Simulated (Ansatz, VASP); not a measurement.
# Two plane-wave programs on Be

INCAR

```
SYSTEM = Be
  PREC = Accurate
  ENCUT = 520
  EDIFF = 1E-7
  ISMEAR = -1
  SIGMA = 0.1
  LREAL = .FALSE.
  LASPH = .TRUE.
  NELM = 60
  ALGO = Normal
  ISIF = 2
  LWAVE = .FALSE.
  LCHARG = .FALSE.
  GGA = RP
  NBANDS = 9
```

The input KPOINTS:

```
regular mesh
0
G
  26 26 14
  0 0 0
```

File POSCAR:

```
Be
1.0
    2.3450091681      0.0000000000      0.0000000000
   -1.1725045841      2.0308375116      0.0000000000
    0.0000000000      0.0000000000      3.6803393678
Be
2
Direct
    0.3333333333      0.6666666667      0.2500000000
    0.6666666667      0.3333333333      0.7500000000
```

Input for Ansatz:

```yaml
crystal:
  lattice:
    - [2.3450091681, 0.0, 0.0]
    - [-1.1725045841, 2.0308375116, 0.0]
    - [0.0, 0.0, 3.6803393678]
  atoms:
    - { symbol: Be, position: [0.3333333333, 0.6666666667, 0.25] }
    - { symbol: Be, position: [0.6666666667, 0.3333333333, 0.75] }
hamiltonian:
  xc: rpbe
  pseudopotentials:
    kind: paw
    azcp:
      Be: "pseudopotentials/Be.paw.azcp"
basis:
  ecutwfc: 420
  fft_grid_basis: typed
kpoints:
  mp_grid: { grid: [26, 26, 14], shift: [0, 0, 0] }
magnetization:
  spin_polarized: false
scf:
  occupations: { method: fermi_dirac, width: 0.1 }
output:
  stress: true
```

Alike in both runs: task single point; functional RPBE; k mesh 26 × 26 × 14; occupations fermi-dirac, width 0.1 eV; no spin polarisation.

|  | VASP | Ansatz |
| --- | --- | --- |
| version | VASP 6.6.1 | Ansatz 0.2.0 |
| potentials or method | VASP PAW PBE potentials, release 64 (Be), cutoff 520 eV | plane waves (420 eV) with PAW, scalar-relativistic |
| valence electrons in the cell | 4 | 4 |

|  | VASP | Ansatz | Ansatz less VASP |
| --- | --- | --- | --- |
| pressure (GPa) | -8.0 | -8.0 | 0.00 |
| traceless stress, the component that is largest in VASP (GPa) | -0.09 | -0.12 | -0.025 |

VASP's potentials were made for PBE, not for RPBE. With one functional, cell and mesh, what is left measures potentials, basis and numerics.
